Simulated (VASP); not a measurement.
# Os (P6/mmm) in VASP: notebook

Os is run at these levels: BLYP; tasks: single point.

Program: VASP 6.6.1. These are calculated values, not measurements. Logs are shortened: lines on timing, memory, paths and dates and some standing lists are left out, and cuts for length are marked.

## 1. The cell of the first run

Symmetry: P6/mmm, No. 191, hexagonal system. The conventional cell has a = 4.200 Å, b = 4.200 Å, c = 2.652 Å, α = 90.00°, β = 90.00°, γ = 120.00°. Os (site symmetry 6/mmm) has 14 Os at 2.65 to 2.76 Å within 3.5 Å. Os (site symmetry -6m2) has 11 Os at 2.42 to 2.76 Å within 3.2 Å.

This isn't the form of Os at room conditions, which is hcp.

## 2. Single point, BLYP (13.51 Å³/atom)

INCAR reads:

```
PREC = Accurate
ENCUT = 560
EDIFF = 1E-6
ISMEAR = -1
SIGMA = 0.1
LREAL = F
LASPH = T
NELM = 120
ALGO = Normal
ISIF = 2
LWAVE = F
LCHARG = T
GGA = B5
ALDAX = 1.0
AGGAX = 1.0
AGGAC = 1.0
ALDAC = 0.0
LELF = T
LVHAR = T
NBANDS = 31
GGA_COMPAT = F
```

KPOINTS reads:

```
regular mesh
0
Gamma
  9 9 13
```

POSCAR reads:

```
Os
1.0
    4.1997676896      0.0000000000      0.0000000000
   -2.0998838448      3.6371055092      0.0000000000
    0.0000000000      0.0000000000      2.6524337442
Os
3
Direct
    1.0000000000      1.0000000000      0.0000000000
    0.3333333333      0.6666666667      0.5000000000
    0.6666666667      0.3333333333      0.5000000000
```

Potentials or basis: VASP PAW PBE potentials, release 64 (Os_sv_GW).

The run is started by

```sh
> cat potpaw_PBE.64/Os_sv_GW/POTCAR > POTCAR
> mpirun -np 1 vasp_std > vasp.out
```

OUTCAR:

```text
PREC = Accurate
   ENCUT = 560
   EDIFF = 1E-6
   ISMEAR = -1
   LREAL = F
   LASPH = T
   NELM = 120
   ISIF = 2
   GGA = B5

 ion  position               nearest neighbor table
   1  0.000  0.000  0.000-   2 2.76   3 2.76   2 2.76   3 2.76   3 2.76   3 2.76   2 2.76   2 2.76
                             3 2.76   3 2.76   2 2.76   2 2.76
   2  0.333  0.667  0.500-   3 2.42   3 2.42   3 2.42   1 2.76   1 2.76   1 2.76   1 2.76   1 2.76
                             1 2.76
   3  0.667  0.333  0.500-   2 2.42   2 2.42   2 2.42   1 2.76   1 2.76   1 2.76   1 2.76   1 2.76
                             1 2.76

  LATTYP: Found a hexagonal cell.
 ALAT       =     4.1997676896
 C/A-ratio  =     0.6315667771

  Lattice vectors:

 A1 = (   4.1997676896,   0.0000000000,   0.0000000000)
 A2 = (  -2.0998838448,   3.6371055092,   0.0000000000)
 A3 = (   0.0000000000,   0.0000000000,   2.6524337442)

Analysis of symmetry for initial positions (statically):
=====================================================================
 Subroutine PRICEL returns:
 Original cell was already a primitive cell.

 Routine SETGRP: Setting up the symmetry group for a
 hexagonal supercell.

 Subroutine GETGRP returns: Found 24 space group operations
 (whereof 24 operations were pure point group operations)
 out of a pool of 24 trial point group operations.

The static configuration has the point symmetry D_6h.

Analysis of symmetry for dynamics (positions and initial velocities):
=====================================================================
 Subroutine PRICEL returns:
 Original cell was already a primitive cell.

 Routine SETGRP: Setting up the symmetry group for a
 hexagonal supercell.

 Subroutine GETGRP returns: Found 24 space group operations
 (whereof 24 operations were pure point group operations)
 out of a pool of 24 trial point group operations.

The dynamic configuration has the point symmetry D_6h.

 Subroutine INISYM returns: Found 24 space group operations
 (whereof 24 operations are pure point group operations),
 and found     1 'primitive' translations

----------------------------------------------------------------------------------------

                                     Primitive cell

  volume of cell :      40.5159

  direct lattice vectors                    reciprocal lattice vectors
     4.199767690  0.000000000  0.000000000     0.238108408  0.137471954  0.000000000
    -2.099883845  3.637105509  0.000000000     0.000000000  0.274943907  0.000000000
[... 80 lines left out ...]
   ICHARG =      2    charge: 1-file 2-atom 10-const
   ISPIN  =      1    spin polarized calculation?
   LNONCOLLINEAR =      F non collinear calculations
   LSORBIT =      F    spin-orbit coupling
   LASPH  =      T    aspherical Exc in radial PAW
   ENCUT  =  560.0 eV  41.16 Ry    6.42 a.u.   8.10  8.10  5.12*2*pi/ulx,y,z
   NELM   =    120;   NELMIN=  2; NELMDL= -5     # of ELM steps
   EDIFF  = 0.1E-05   stopping-criterion for ELM
   LREAL  =      F    real-space projection
   EDIFFG = 0.1E-04   stopping-criterion for IOM
   NSW    =      0    number of steps for IOM
   IBRION =     -1    ionic relax: 0-MD 1-quasi-New 2-CG
   NFREE  =      0    steps in history (QN), initial steepest desc. (CG)
   ISIF   =      2    stress and relaxation
   ISYM   =      2    0-nonsym 1-usesym 2-fastsym
   POTIM  = 0.5000    time-step for ionic-motion
   TEBEG  =    0.0;   TEEND  =   0.0 temperature during run
   PSTRESS=    0.0 pullay stress
   NELECT =      48.0000    total number of electrons
   NUPDOWN=      -1.0000    fix difference up-down
   EMIN   =  10.00;   EMAX   =-10.00  energy-range for DOS
   EFERMI =   0.00;   METHOD = LEGACY
   ISMEAR =    -1;   SIGMA  =   0.10  broadening in eV -4-tet -1-fermi 0-gaus
   EFERMI_NEDOS =   21; number of points for ismear=-14 and -15
   IALGO  =     38    algorithm
   IMIX   =      4    mixing-type and parameters
     AMIX     =   0.40;   BMIX     =  1.00
     AMIX_MAG =   1.60;   BMIX_MAG =  1.00
  volume/ion in A,a.u.               =      13.51        91.14
  Fermi-wavevector in a.u.,A,eV,Ry     =   1.732261  3.273499 40.827388  3.000728
  Thomas-Fermi vector in A             =   2.806471
   LORBIT       =      0    0 simple, 1 ext, 2 COOP (PROOUT), +10 PAW based schemes
   GGA     = B5    functional components
   LHFCALC =     F    Hartree Fock is set to
   AEXX    =    0.0000 exact exchange contribution
   IVDW    =     0    specifies the selected vdW correction
   LEPSILON=     F    determine dielectric tensor
   LRPA    =     F    only Hartree local field effects (RPA)
 non-spin polarized calculation
  energy-cutoff  :      560.00
  volume of cell :       40.52
 maximum number of plane-waves:      1242
   NGX = 17   NGY = 17   NGZ = 11

 number of electron      48.0000001 magnetization

 Free energy of the ion-electron system (eV)
  ---------------------------------------------------
  ext. energy  EPLUGINS =         0.00000000
  ---------------------------------------------------
  free energy    TOTEN  =       -30.60028094 eV

  energy without entropy =      -30.53212816  energy(sigma->0) =      -30.56620455

 E-fermi :  15.2842     XC(G=0): -14.1057

 val. band max:       15.2703596213   @ k =   0.2222   0.2222   0.3846
 cond. band min:      15.2925242979   @ k =   0.3333   0.0000   0.0000
 fundamental gap:      0.0221646767
 Fermi energy:        15.2841986079

 k-point     1 :       0.0000    0.0000    0.0000
  band No.  band energies     occupation
      1     -71.1606      2.00000
      2     -71.0302      2.00000
      3     -70.9241      2.00000
      4     -31.3563      2.00000
      5     -31.3563      2.00000
      6     -30.9449      2.00000
[... 805 lines left out ...]
     30      17.7845      0.00000
     31      28.2672      0.00000

 [... further k-points ...]
[... 5 lines left out ...]
  --------------------------------------------------------------------------------------
  -------------------------------------------------------------------------------------
  Total       15.0753982     15.0753982     12.8826358     -0.0000000      0.0000000      0.0000000
  in kB      596.1474118    596.1474119    509.4359639     -0.0000000      0.0000000      0.0000000
  external PRESSURE =     567.2435959 kB  Pullay stress =       0.0000000 kB

 VOLUME and BASIS-vectors are now :
 -----------------------------------------------------------------------------
  energy-cutoff  :      560.00
  volume of cell :       40.52
      direct lattice vectors                 reciprocal lattice vectors
     4.199767690  0.000000000  0.000000000     0.238108408  0.137471954  0.000000000
    -2.099883845  3.637105509  0.000000000     0.000000000  0.274943907  0.000000000
     0.000000000  0.000000000  2.652433744     0.000000000  0.000000000  0.377012245

 POSITION                                       TOTAL-FORCE (eV/Angst)
 -----------------------------------------------------------------------------------
      0.00000      0.00000      0.00000         0.000000      0.000000      0.000000
     -0.00000      2.42474      1.32622         0.000000      0.000000      0.000000
      2.09988      1.21237      1.32622        -0.000000      0.000000      0.000000
 -----------------------------------------------------------------------------------
    total drift:                               -0.000000      0.000000      0.000000

  FREE ENERGIE OF THE ION-ELECTRON SYSTEM (eV)
  ---------------------------------------------------
  free  energy   TOTEN  =       -30.6002809378 eV

  energy  without entropy=      -30.5321281585  energy(sigma->0) =      -30.56620455
```

OSZICAR:

```text
N       E                     dE             d eps       ncg     rms          rms(c)
DAV:   1     0.523032169090E+03    0.52303E+03   -0.35063E+04  5320   0.176E+03
DAV:   2    -0.141841644252E+02   -0.53722E+03   -0.51417E+03  6260   0.532E+02
DAV:   3    -0.332138600969E+02   -0.19030E+02   -0.18547E+02  6205   0.937E+01
DAV:   4    -0.333760610371E+02   -0.16220E+00   -0.16195E+00  5853   0.847E+00
DAV:   5    -0.333775527409E+02   -0.14917E-02   -0.14914E-02  6232   0.642E-01    0.166E+02
DAV:   6    -0.309566440378E+02    0.24209E+01   -0.47949E+00  5607   0.143E+01    0.896E+01
DAV:   7    -0.312959448973E+02   -0.33930E+00   -0.40246E+00  5846   0.153E+01    0.164E+01
DAV:   8    -0.307467391342E+02    0.54921E+00   -0.28593E+00  5703   0.103E+01    0.883E+00
DAV:   9    -0.305988433558E+02    0.14790E+00   -0.38306E-01  5481   0.498E+00    0.114E+00
DAV:  10    -0.306005808957E+02   -0.17375E-02   -0.24152E-02  5999   0.965E-01    0.423E-01
DAV:  11    -0.306003491168E+02    0.23178E-03   -0.55106E-04  6007   0.193E-01    0.355E-01
DAV:  12    -0.306002826767E+02    0.66440E-04   -0.24559E-04  5875   0.134E-01    0.102E-01
DAV:  13    -0.306002809284E+02    0.17483E-05   -0.92537E-06  6058   0.223E-02    0.353E-02
DAV:  14    -0.306002809378E+02   -0.93041E-08   -0.57743E-07  3262   0.570E-03
   1 F= -.30600281E+02 E0= -.30566205E+02  d E =-.681528E-01
```

Run time: 1.7 min. Hardware: 1 thread of AMD EPYC 7R43 (Zen 3), shared host; peak memory 0.18 GiB.

Results:

```yaml
Free_energy: -30.6003 eV
Pressure: 56.7 GPa
Band_gap_on_the_k_mesh: zero (bands 24 and 25 overlap by 3.06 eV)
```

Stress tensor (GPa, compression positive):
```
59.61  0.00  0.00
 0.00 59.61  0.00
 0.00  0.00 50.94
```

Caveat: the stress differs along the axes, from 51 to 60 GPa; the PAW data sets were made with another functional, which shifts forces and pressure a little; spin-orbit coupling is left out, which moves the levels of the heavy elements.

## 3. Single point, BLYP (14.73 Å³/atom)

This run uses another cell than the first one, of 14.73 Å³/atom.

INCAR reads:

```
PREC = Accurate ; ENCUT = 560
EDIFF = 1E-6 ; ISMEAR = -1
SIGMA = 0.1 ; LREAL = F
LASPH = T ; NELM = 120
ALGO = Normal ; ISIF = 2
LWAVE = F ; LCHARG = T
GGA = B5 ; ALDAX = 1.0
AGGAX = 1.0 ; AGGAC = 1.0
ALDAC = 0.0 ; LELF = T
LVHAR = T ; NBANDS = 31
GGA_COMPAT = F
```

KPOINTS is that of step 2.

POSCAR reads:

```
Os
1.0
    4.3233605463      0.0000000000      0.0000000000
   -2.1616802732      3.7441400628      0.0000000000
    0.0000000000      0.0000000000      2.7304908864
Os
3
Direct
    1.0000000000      1.0000000000      0.0000000000
    0.3333333333      0.6666666667      0.5000000000
    0.6666666667      0.3333333333      0.5000000000
```

Potentials or basis: VASP PAW PBE potentials, release 64 (Os_sv_GW).

The run is started by

```sh
> cat potpaw_PBE.64/Os_sv_GW/POTCAR > POTCAR
> mpirun -np 1 vasp_std > vasp.out
```

OUTCAR:

```text
PREC = Accurate
   ENCUT = 560
   EDIFF = 1E-6
   ISMEAR = -1
   LREAL = F
   LASPH = T
   NELM = 120
   ISIF = 2
   GGA = B5

 ion  position               nearest neighbor table
   1  0.000  0.000  0.000-   2 2.85   3 2.85   2 2.85   3 2.85   3 2.85   3 2.85   2 2.85   2 2.85
                             3 2.85   3 2.85   2 2.85   2 2.85
   2  0.333  0.667  0.500-   3 2.50   3 2.50   3 2.50   1 2.85   1 2.85   1 2.85   1 2.85   1 2.85
                             1 2.85
   3  0.667  0.333  0.500-   2 2.50   2 2.50   2 2.50   1 2.85   1 2.85   1 2.85   1 2.85   1 2.85
                             1 2.85

  LATTYP: Found a hexagonal cell.
 ALAT       =     4.3233605463
 C/A-ratio  =     0.6315667771

  Lattice vectors:

 A1 = (   4.3233605463,   0.0000000000,   0.0000000000)
 A2 = (  -2.1616802732,   3.7441400628,   0.0000000000)
 A3 = (   0.0000000000,   0.0000000000,   2.7304908864)

Analysis of symmetry for initial positions (statically):
=====================================================================
 Subroutine PRICEL returns:
 Original cell was already a primitive cell.

 Routine SETGRP: Setting up the symmetry group for a
 hexagonal supercell.

 Subroutine GETGRP returns: Found 24 space group operations
 (whereof 24 operations were pure point group operations)
 out of a pool of 24 trial point group operations.

The static configuration has the point symmetry D_6h.

Analysis of symmetry for dynamics (positions and initial velocities):
=====================================================================
 Subroutine PRICEL returns:
 Original cell was already a primitive cell.

 Routine SETGRP: Setting up the symmetry group for a
 hexagonal supercell.

 Subroutine GETGRP returns: Found 24 space group operations
 (whereof 24 operations were pure point group operations)
 out of a pool of 24 trial point group operations.

[... 116 lines left out ...]
   EFERMI =   0.00;   METHOD = LEGACY
   ISMEAR =    -1;   SIGMA  =   0.10  broadening in eV -4-tet -1-fermi 0-gaus
   EFERMI_NEDOS =   21; number of points for ismear=-14 and -15
   IALGO  =     38    algorithm
   IMIX   =      4    mixing-type and parameters
     AMIX     =   0.40;   BMIX     =  1.00
     AMIX_MAG =   1.60;   BMIX_MAG =  1.00
  volume/ion in A,a.u.               =      14.73        99.42
  Fermi-wavevector in a.u.,A,eV,Ry     =   1.682741  3.179918 38.526470  2.831616
  Thomas-Fermi vector in A             =   2.766066
   LORBIT       =      0    0 simple, 1 ext, 2 COOP (PROOUT), +10 PAW based schemes
   GGA     = B5    functional components
   LHFCALC =     F    Hartree Fock is set to
   AEXX    =    0.0000 exact exchange contribution
   IVDW    =     0    specifies the selected vdW correction
   LEPSILON=     F    determine dielectric tensor
   LRPA    =     F    only Hartree local field effects (RPA)
 non-spin polarized calculation
  energy-cutoff  :      560.00
  volume of cell :       44.20
 maximum number of plane-waves:      1349
 NGX is ok and might be reduce to    36
   NGX = 17   NGY = 17   NGZ = 11

 number of electron      48.0000001 magnetization

 Free energy of the ion-electron system (eV)
  ---------------------------------------------------
  ext. energy  EPLUGINS =         0.00000000
  ---------------------------------------------------
  free energy    TOTEN  =       -31.41968831 eV

  energy without entropy =      -31.34165491  energy(sigma->0) =      -31.38067161

 E-fermi :  13.5987     XC(G=0): -13.5704

 val. band max:       13.5965468228   @ k =   0.2222   0.2222   0.3846
 cond. band min:      13.6063579574   @ k =   0.3333   0.2222   0.1538
 fundamental gap:      0.0098111346
 Fermi energy:        13.5987314758

 k-point     1 :       0.0000    0.0000    0.0000
  band No.  band energies     occupation
      1     -72.6850      2.00000
      2     -72.5909      2.00000
      3     -72.5240      2.00000
      4     -32.7240      2.00000
      5     -32.7240      2.00000
      6     -32.3902      2.00000
[... 805 lines left out ...]
     30      15.7835      0.00000
     31      25.8621      0.00000

 [... further k-points ...]

------------------------ aborting loop because EDIFF is reached ----------------------------------------

  FORCE on cell =-STRESS in cart. coord.  units (eV):
  Direction    XX          YY          ZZ          XY          YZ          ZX
  --------------------------------------------------------------------------------------
  -------------------------------------------------------------------------------------
  Total        4.2684250      4.2684250      3.6330263     -0.0000000     -0.0000000     -0.0000000
  in kB      154.7262356    154.7262356    131.6936561     -0.0000000     -0.0000000     -0.0000000
  external PRESSURE =     147.0487091 kB  Pullay stress =       0.0000000 kB

 VOLUME and BASIS-vectors are now :
 -----------------------------------------------------------------------------
  energy-cutoff  :      560.00
  volume of cell :       44.20
      direct lattice vectors                 reciprocal lattice vectors
     4.323360546  0.000000000  0.000000000     0.231301551  0.133542013  0.000000000
    -2.161680273  3.744140063  0.000000000     0.000000000  0.267084025  0.000000000
     0.000000000  0.000000000  2.730490886     0.000000000  0.000000000  0.366234513

 POSITION                                       TOTAL-FORCE (eV/Angst)
 -----------------------------------------------------------------------------------
      0.00000      0.00000      0.00000        -0.000000      0.000000     -0.000000
     -0.00000      2.49609      1.36525        -0.000000     -0.000000      0.000000
      2.16168      1.24805      1.36525         0.000000      0.000000     -0.000000
 -----------------------------------------------------------------------------------
    total drift:                                0.000000     -0.000000     -0.000000

  FREE ENERGIE OF THE ION-ELECTRON SYSTEM (eV)
  ---------------------------------------------------
  free  energy   TOTEN  =       -31.4196883070 eV

  energy  without entropy=      -31.3416549138  energy(sigma->0) =      -31.38067161
```

stdout:

```text
POSCAR found type information on POSCAR Os
 POSCAR found :  1 types and       3 ions
 scaLAPACK will be used
 -----------------------------------------------------------------------------
|                                                                             |
|                                                                             |
|     You enforced a specific xc type in the INCAR file but a different       |
|     I HOPE YOU KNOW WHAT YOU ARE DOING!                                     |
|                                                                             |
 -----------------------------------------------------------------------------

 LDA part: xc-table for (Slater(with rela. corr.)+VWN5), standard interpolation
 POSCAR, INCAR and KPOINTS ok, starting setup
 FFT: planning ... GRIDC
 FFT: planning ... GRID_SOFT
 FFT: planning ... GRID
 WAVECAR not read
 entering main loop
```

It took 2.1 min on 1 thread of AMD EPYC 9R45 (Zen 5), shared host; peak memory 0.22 GiB.

Results:

```yaml
Free_energy: -31.4197 eV
Pressure: 14.7 GPa
Band_gap_on_the_k_mesh: zero (bands 24 and 25 overlap by 2.68 eV)
```

Stress tensor (GPa, compression positive):
```
15.47  0.00  0.00
 0.00 15.47  0.00
 0.00  0.00 13.17
```

Levels at points of the mesh, in eV from the Fermi level:
```
           k point  band 21  band 22  band 23  band 24  band 25  band 26  band 27  band 28
(0.00, 0.00, 0.00)    -2.36    -2.36    -1.60    -1.60    -1.53    -1.53     2.27     2.27
```

Caveat: the cell stands under pressure; the PAW data sets were made with another functional, which shifts forces and pressure a little; spin-orbit coupling is left out, which moves the levels of the heavy elements.

The gap in the log of VASP goes by the Fermi energy; the results here count the filled bands.